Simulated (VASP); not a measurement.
Input of a VASP 6.6.1 run:

The input POSCAR:

```
SiO2
1.0
    5.0562992890      0.0000000000      0.0000000000
    0.0000000000      5.0562992890      0.0000000000
    0.0000000000      0.0000000000      6.8584122576
Si O
4 8
Direct
    0.1978203439      0.1978203439      0.0000000000
    0.3021796561      0.6978203439      0.7500000000
    0.6978203439      0.3021796561      0.2500000000
    0.8021796561      0.8021796561      0.5000000000
    0.6087093138      0.7382811328      0.6811472772
    0.3912906862      0.2617188672      0.1811472772
    0.7382811328      0.6087093138      0.3188527228
    0.2382811328      0.8912906862      0.9311472772
    0.2617188672      0.3912906862      0.8188527228
    0.1087093138      0.7617188672      0.5688527228
    0.8912906862      0.2382811328      0.0688527228
    0.7617188672      0.1087093138      0.4311472772
```

INCAR.step1

```
ALGO     = Normal         # electronic algorithm
EDIFF    = 1E-4           # SCF threshold, eV
ENCUT    = 520            # plane-wave cutoff, eV
GGA      = PE             # functional
ISMEAR   = 0              # smearing method
LASPH    = True           # aspherical terms in the spheres
LCHARG   = False          # write CHGCAR
LREAL    = False          # projectors in reciprocal space
LWAVE    = True           # write WAVECAR
NBANDS   = 44             # bands
NELM     = 60             # most SCF steps
PREC     = Accurate       # precision mode
SIGMA    = 0.02           # smearing width, eV
```

INCAR.step2

```
ALGO     = Normal         # electronic algorithm
EDIFF    = 1E-6           # SCF threshold, eV
ENCUT    = 520            # plane-wave cutoff, eV
ISIF     = 2              # what is computed and relaxed
ISMEAR   = 0              # smearing method
ISTART   = 1            
LASPH    = True           # aspherical terms in the spheres
LCHARG   = False          # write CHGCAR
LMIXTAU  = True         
LREAL    = False          # projectors in reciprocal space
LWAVE    = False          # write WAVECAR
METAGGA  = R2SCAN         # meta-GGA
NBANDS   = 44             # bands
NELM     = 60             # most SCF steps
PREC     = Accurate       # precision mode
SIGMA    = 0.02           # smearing width, eV
```

KPOINTS

```
k-points
0
Gamma
  6 6 4
```

Potentials or basis: VASP PAW PBE potentials, release 64 (Si, O).

Run with:

```console
$ cat potpaw_PBE.64/Si/POTCAR potpaw_PBE.64/O/POTCAR > POTCAR
$ cp INCAR.step1 INCAR
$ mpirun -np 1 vasp_std > vasp.out
$ cp INCAR.step2 INCAR
$ mpirun -np 1 vasp_std > vasp.out
```

(1) Estimate the band gap on the k mesh.

(2) Predict the pressure.

Answers

(1) 6.21 eV.

(2) -3.3 GPa.

Caveat: the cell differs from its parent crystal (biaxial strain in the a-b plane: +1.5 %); the cell stands under tension; the PAW data sets were made with another functional, which shifts forces and pressure a little.
